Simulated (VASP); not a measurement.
# SiC (hse) (Imm2) in VASP: single point with HSE06

Aim: the single point of SiC (hse) with HSE06.

Everything below comes from runs of VASP 6.6.1. Logs are shortened: lines on timing, memory, paths and dates and some standing lists are left out, and cuts for length are marked.

### 1 The cell of the first run

The structure is orthorhombic, space group Imm2 (No. 44). Conventional cell: a = 3.050 Å, b = 3.091 Å, c = 4.313 Å, α = 90.00°, β = 90.00°, γ = 90.00°. Si (site symmetry mm2) has 4 C at 1.87 to 1.88 Å within 2.5 Å. Within 2.5 Å of C (site symmetry mm2) lie 4 Si at 1.87 to 1.88 Å.

### 2 Single point, HSE06

POSCAR

```
SiC
1.0
    0.0145185982      2.1711916569      2.1566730586
    2.1711916569      0.0145185982      2.1566730586
    2.1857102551      2.1857102551      0.0000000000
Si C
1 1
Direct
    0.0007393851      0.0007393851     -0.0007393851
    0.2492606149      0.2492606149      0.2507393851
```

INCAR.step1

```
PREC     = Accurate       # precision mode
ENCUT    = 520            # plane-wave cutoff, eV
EDIFF    = 1E-5           # SCF threshold, eV
ISMEAR   = 0              # smearing method
SIGMA    = 0.01           # smearing width, eV
LREAL    = False          # projectors in reciprocal space
LASPH    = True           # aspherical terms in the spheres
NELM     = 100            # most SCF steps
ALGO     = Normal         # electronic algorithm
ISIF     = 2              # what is computed and relaxed
LWAVE    = True           # write WAVECAR
GGA      = PE             # functional
NBANDS   = 11             # bands
```

INCAR.step2

```
PREC     = Accurate       # precision mode
ENCUT    = 520            # plane-wave cutoff, eV
EDIFF    = 1E-7           # SCF threshold, eV
ISMEAR   = 0              # smearing method
SIGMA    = 0.01           # smearing width, eV
LREAL    = False          # projectors in reciprocal space
LASPH    = True           # aspherical terms in the spheres
NELM     = 100            # most SCF steps
ALGO     = Normal         # electronic algorithm
ISIF     = 2              # what is computed and relaxed
LWAVE    = False          # write WAVECAR
LCHARG   = True           # write CHGCAR
GGA      = PE             # functional
LHFCALC  = True           # exact exchange
HFSCREEN = 0.2079         # screening, 1/A
PRECFOCK = Normal       
LELF     = True           # ELF
LVHAR    = True         
ISTART   = 1            
NBANDS   = 11             # bands
```

KPOINTS

```
regular mesh
0
Gamma
  8 8 8
```

Potentials or basis: VASP PAW PBE potentials, release 64 (Si, C).

Started as:

```
$ cat potpaw_PBE.64/Si/POTCAR potpaw_PBE.64/C/POTCAR > POTCAR
$ cp INCAR.step1 INCAR
$ mpirun -np 1 vasp_std > vasp.out
$ cp INCAR.step2 INCAR
$ mpirun -np 1 vasp_std > vasp.out
```

OUTCAR:

```text
PREC = Accurate
   ENCUT = 520
   EDIFF = 1E-7
   ISMEAR = 0
   LREAL = False
   LASPH = True
   NELM = 100
   ISIF = 2
   GGA = PE
   LHFCALC = True
   HFSCREEN = 0.2079
   PRECFOCK = Normal
   ISTART = 1

 ion  position               nearest neighbor table
   1  0.001  0.001  0.999-   2 1.87   2 1.87   2 1.88   2 1.88
   2  0.249  0.249  0.251-   1 1.87   1 1.87   1 1.88   1 1.88

  LATTYP: Found a body centered orthorhombic cell.
 ALAT       =     3.0499962892
 B/A-ratio  =     1.0134638842
 C/A-ratio  =     1.4142135623

  Lattice vectors:

 A1 = (   2.1711916569,   0.0145185982,  -2.1566730586)
 A2 = (  -2.1711916569,  -0.0145185982,  -2.1566730586)
 A3 = (   0.0145185982,   2.1711916569,   2.1566730586)

Analysis of symmetry for initial positions (statically):
=====================================================================
 Subroutine PRICEL returns:
 Original cell was already a primitive cell.

 Routine SETGRP: Setting up the symmetry group for a
 body centered orthorhombic supercell.

 Subroutine GETGRP returns: Found  4 space group operations
 (whereof  4 operations were pure point group operations)
 out of a pool of  8 trial point group operations.

The static configuration has the point symmetry C_2v.

Analysis of symmetry for dynamics (positions and initial velocities):
=====================================================================
 Subroutine PRICEL returns:
 Original cell was already a primitive cell.

 Routine SETGRP: Setting up the symmetry group for a
 body centered orthorhombic supercell.

 Subroutine GETGRP returns: Found  4 space group operations
 (whereof  4 operations were pure point group operations)
 out of a pool of  8 trial point group operations.

The dynamic configuration has the point symmetry C_2v.

 Subroutine INISYM returns: Found  4 space group operations
 (whereof  4 operations are pure point group operations),
 and found     1 'primitive' translations

----------------------------------------------------------------------------------------

                                     Primitive cell

  volume of cell :      20.3325

  direct lattice vectors                    reciprocal lattice vectors
     0.014518598  2.171191657  2.156673059    -0.231838571  0.231838571  0.231838571
     2.171191657  0.014518598  2.156673059     0.231838571 -0.231838571  0.231838571
     2.185710255  2.185710255  0.000000000     0.228758592  0.228758592 -0.231838571

  length of vectors
     3.060314148  3.060314148  3.091061086     0.401556184  0.401556184  0.398007675

  position of ions in fractional coordinates (direct lattice)
     0.000739385  0.000739385  0.999260615
     0.249260615  0.249260615  0.250739385

  ion indices of the primitive-cell ions
   primitive index   ion index
                 1           1
                 2           2

----------------------------------------------------------------------------------------

 KPOINTS: regular mesh

Automatic generation of k-mesh.
 Grid dimensions read from file:
 generate k-points for:    8    8    8

 Generating k-lattice:

  Cartesian coordinates                     Fractional coordinates (reciprocal lattice)
    -0.028979821  0.028979821  0.028979821     0.125000000  0.000000000  0.000000000
     0.028979821 -0.028979821  0.028979821     0.000000000  0.125000000  0.000000000
     0.028594824  0.028594824 -0.028979821    -0.000000000 -0.000000000  0.125000000

  Length of vectors
     0.050194523  0.050194523  0.049750959

  Shift w.r.t. Gamma in fractional coordinates (k-lattice)
     0.000000000  0.000000000  0.000000000

 Subroutine IBZKPT returns following result:
 ===========================================

 Found     95 irreducible k-points:

 Following reciprocal coordinates:
            Coordinates               Weight
  0.000000  0.000000  0.000000      1.000000
  0.125000 -0.000000  0.000000      4.000000
  0.250000 -0.000000  0.000000      4.000000
  0.375000 -0.000000  0.000000      4.000000
  0.500000 -0.000000  0.000000      2.000000
  0.125000  0.125000  0.000000      2.000000
[... 16 lines left out ...]
  0.125000  0.000000  0.125000      4.000000
  0.250000  0.000000  0.125000      8.000000
 [... further k-points ...]
   k-points           NKPTS =     95   k-points in BZ     NKDIM =    512   number of bands    NBANDS=     11
   number of dos      NEDOS =    301   number of ions     NIONS =      2
   total plane-waves  NPLWV =  13824
   dimension x,y,z NGX =    24 NGY =   24 NGZ =   24
   dimension x,y,z NGXF=    48 NGYF=   48 NGZF=   48
   ions per type =               1   1
   NGX,Y,Z   is equivalent  to a cutoff of  13.04, 13.04, 12.91 a.u.
   NGXF,Y,Z  is equivalent  to a cutoff of  26.08, 26.08, 25.82 a.u.
 SYSTEM =  unknown system
   PREC   = accura    normal or accurate (medium, high low for compatibility)
   ISTART =      1    job   : 0-new  1-cont  2-samecut
   ICHARG =      0    charge: 1-file 2-atom 10-const
   ISPIN  =      1    spin polarized calculation?
   LNONCOLLINEAR =      F non collinear calculations
   LSORBIT =      F    spin-orbit coupling
   LASPH  =      T    aspherical Exc in radial PAW
   ENCUT  =  520.0 eV  38.22 Ry    6.18 a.u.   5.69  5.69  5.75*2*pi/ulx,y,z
   NELM   =    100;   NELMIN=  2; NELMDL=  0     # of ELM steps
   EDIFF  = 0.1E-06   stopping-criterion for ELM
   LREAL  =      F    real-space projection
   EDIFFG = 0.1E-05   stopping-criterion for IOM
   NSW    =      0    number of steps for IOM
   IBRION =     -1    ionic relax: 0-MD 1-quasi-New 2-CG
   NFREE  =      0    steps in history (QN), initial steepest desc. (CG)
   ISIF   =      2    stress and relaxation
   ISYM   =      3    0-nonsym 1-usesym 2-fastsym
   POTIM  = 0.5000    time-step for ionic-motion
   TEBEG  =    0.0;   TEEND  =   0.0 temperature during run
   PSTRESS=    0.0 pullay stress
   NELECT =       8.0000    total number of electrons
   NUPDOWN=      -1.0000    fix difference up-down
   EMIN   =  10.00;   EMAX   =-10.00  energy-range for DOS
   EFERMI =   0.00;   METHOD = LEGACY
   ISMEAR =     0;   SIGMA  =   0.01  broadening in eV -4-tet -1-fermi 0-gaus
   EFERMI_NEDOS =   21; number of points for ismear=-14 and -15
   IALGO  =     38    algorithm
   IMIX   =      1    mixing-type and parameters
     AMIX     =   0.40;   BMIX     =  1.00
     AMIX_MAG =   1.60;   BMIX_MAG =  1.00
  volume/ion in A,a.u.               =      10.17        68.61
  Fermi-wavevector in a.u.,A,eV,Ry     =   1.199613  2.266939 19.579748  1.439071
  Thomas-Fermi vector in A             =   2.335471
   LORBIT       =      0    0 simple, 1 ext, 2 COOP (PROOUT), +10 PAW based schemes
   GGA     = PE    functional components
   LHFCALC =     T    Hartree Fock is set to
   PRECFOCK=normal    Normal, Fast or Accurate (Low or Medium for compatibility)
   ENCUT4O =  -1.0   cutoff for four orbital integrals eV
   NKREDX  =     1    reduce k-point grid by
   NKREDY  =     1    reduce k-point grid by
   NKREDZ  =     1    reduce k-point grid by
   AEXX    =    0.2500 exact exchange contribution
   HFSCREEN=    0.2079 screening length (either q_TF or 0.3 A-1)
   HFSCREENC=   0.2079 screening length for correlation (either q_TF or 0.3 A-1)
   ENCUTFOCK=  -1.0 apply spherical cutoff to Coloumb kernel
   IVDW    =     0    specifies the selected vdW correction
   LEPSILON=     F    determine dielectric tensor
   LRPA    =     F    only Hartree local field effects (RPA)
 non-spin polarized calculation
 Gauss-broadening in eV      SIGMA  =   0.01
  energy-cutoff  :      520.00
  volume of cell :       20.33
 maximum number of plane-waves:       560
  NGX = 18; NGY = 18; NGZ = 18

 number of electron       8.0000000 magnetization

 Free energy of the ion-electron system (eV)
  ---------------------------------------------------
  ext. energy  EPLUGINS =         0.00000000
  ---------------------------------------------------
  free energy    TOTEN  =       -17.41907814 eV

  energy without entropy =      -17.41907814  energy(sigma->0) =      -17.41907814

 E-fermi :   7.9004     XC(G=0):  -9.4159

 val. band max:        7.7386794463   @ k =   0.0000   0.0000   0.0000
 cond. band min:       9.8523532716   @ k =   0.5000   0.5000   0.0000
 fundamental gap:      2.1136738253
 Fermi energy:         7.9003505343

 k-point     1 :       0.0000    0.0000    0.0000
  band No.  band energies     occupation
      1      -9.4473      2.00000
      2       7.6006      2.00000
      3       7.7139      2.00000
      4       7.7387      2.00000
      5      15.3871      0.00000
      6      16.2586      0.00000
      7      16.4428      0.00000
      8      16.5630      0.00000
      9      23.7743      0.00000
     10      23.9837      0.00000
     11      25.9470      0.00000

 k-point     2 :       0.1250   -0.0000    0.0000
  band No.  band energies     occupation
      1      -9.1083      2.00000
      2       6.1308      2.00000
      3       7.3752      2.00000
      4       7.4993      2.00000
      5      15.4953      0.00000
      6      16.6584      0.00000
      7      16.8476      0.00000
      8      17.2144      0.00000
      9      22.4039      0.00000
     10      22.6294      0.00000
     11      25.3536      0.00000

 k-point     3 :       0.2500   -0.0000    0.0000
  band No.  band energies     occupation
      1      -8.1167      2.00000
      2       3.0124      2.00000
      3       6.9181      2.00000
      4       7.0460      2.00000
      5      14.9669      0.00000
      6      16.9016      0.00000
      7      17.0995      0.00000
      8      18.7858      0.00000
      9      22.2631      0.00000
     10      22.4875      0.00000
     11      24.4258      0.00000
[... 267 lines left out ...]
 k-point    23 :       0.1250    0.0000    0.1250
  band No.  band energies     occupation
      1      -9.0015      2.00000
      2       6.4645      2.00000
      3       6.9210      2.00000
      4       6.9501      2.00000
      5      15.1734      0.00000
      6      16.4612      0.00000
      7      17.5370      0.00000
      8      17.6280      0.00000
      9      20.5647      0.00000
     10      24.4162      0.00000
     11      27.4248      0.00000

 k-point    24 :       0.2500    0.0000    0.1250
  band No.  band energies     occupation
      1      -8.2255      2.00000
      2       4.0889      2.00000
      3       6.3143      2.00000
      4       6.5929      2.00000
      5      14.6356      0.00000
      6      16.7767      0.00000
      7      17.7252      0.00000
      8      18.3518      0.00000
      9      20.9629      0.00000
     10      24.3120      0.00000
     11      26.4719      0.00000

 [... further k-points ...]
[... 5 lines left out ...]
  --------------------------------------------------------------------------------------
  -------------------------------------------------------------------------------------
  Total        0.2160237      0.2160237      0.4435953     -0.4437867      0.0000000      0.0000000
  in kB       17.0223983     17.0223983     34.9547559    -34.9698417      0.0000000      0.0000000
  external PRESSURE =      22.9998508 kB  Pullay stress =       0.0000000 kB

 VOLUME and BASIS-vectors are now :
 -----------------------------------------------------------------------------
  energy-cutoff  :      520.00
  volume of cell :       20.33
      direct lattice vectors                 reciprocal lattice vectors
     0.014518598  2.171191657  2.156673059    -0.231838571  0.231838571  0.231838571
     2.171191657  0.014518598  2.156673059     0.231838571 -0.231838571  0.231838571
     2.185710255  2.185710255  0.000000000     0.228758592  0.228758592 -0.231838571

 POSITION                                       TOTAL-FORCE (eV/Angst)
 -----------------------------------------------------------------------------------
      2.18571      2.18571      0.00319         0.000000      0.000000     -0.012710
      1.09286      1.09286      1.07515         0.000000      0.000000      0.012710
 -----------------------------------------------------------------------------------
    total drift:                                0.000000      0.000000      0.000028

  FREE ENERGIE OF THE ION-ELECTRON SYSTEM (eV)
  ---------------------------------------------------
  free  energy   TOTEN  =       -17.4190781378 eV

  energy  without entropy=      -17.4190781378  energy(sigma->0) =      -17.41907814
```

Run time: 52 min. Hardware: 1 thread of Intel Xeon Platinum 8488C (Sapphire Rapids), shared host; peak memory 0.27 GiB.

What came out:

* Free energy: -17.4191 eV
* Pressure: 2.3 GPa
* Largest force: 0.013 eV/Å
* Band gap on the k mesh: 2.11 eV, indirect (least direct gap 5.63 eV)

Forces on the atoms (eV/Å):
```
Si   0.000  0.000 -0.013
C    0.000  0.000  0.013
```

Levels at points of the mesh, in eV from the valence-band top:
```csv
k point,band 1,band 2,band 3,band 4,band 5,band 6,band 7,band 8,band 9
"(0.00, 0.00, 0.00)",-17.19,-0.14,-0.02,0.00,7.65,8.52,8.70,8.82,16.04
"(0.50, 0.00, 0.00)",-13.22,-9.48,-1.33,-1.20,6.64,8.33,8.56,11.57,18.09
"(0.50, 0.50, 0.00)",-11.65,-8.59,-3.76,-3.51,2.11,5.32,16.06,16.10,17.01
"(0.00, 0.00, 0.50)",-13.32,-9.53,-1.19,-1.15,6.85,8.57,8.57,11.64,18.01
"(0.50, 0.00, 0.50)",-11.71,-8.68,-3.57,-3.56,2.19,5.43,15.96,16.22,16.93
```

Caveat: the PAW data sets were made with another functional, which shifts forces and pressure a little. A k mesh can miss the band edges.
